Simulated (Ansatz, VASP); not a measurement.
# One calculation of GeH4, two programs

```
Ge H
1.0
    12.80089    0.00000    0.00000
     0.00000   13.30089    0.00000
     0.00000    0.00000   13.80089
Ge H
1 4
Direct
  0.50288 0.50483 0.50080
  0.40439 0.46874 0.44778
  0.47788 0.52085 0.60845
  0.58924 0.42546 0.49074
  0.53997 0.60428 0.45614
```

Alike in both runs: task single point; functional r2SCAN; k mesh 1 × 1 × 1; occupations gaussian, width 0.005 eV; no spin polarisation.

```csv
,VASP,Ansatz
version,VASP 6.6.1,Ansatz 0.2.0
potentials or method,"VASP PAW PBE potentials, release 64 (Ge_d, H)","scalar-relativistic, plane waves, PAW"
plane-wave cutoff (eV),450,500
valence electrons in the cell,18,18
```

```tsv
	VASP	Ansatz	Ansatz less VASP
rms of the force components (eV/Å)	0.117	0.132	+0.0155
```

VASP's potentials were made for PBE, not for r2SCAN. Atom by atom the forces differ by 0.016 eV/Å (rms over components). The functional is the same, so the differences come from potentials, cutoffs and numerics.
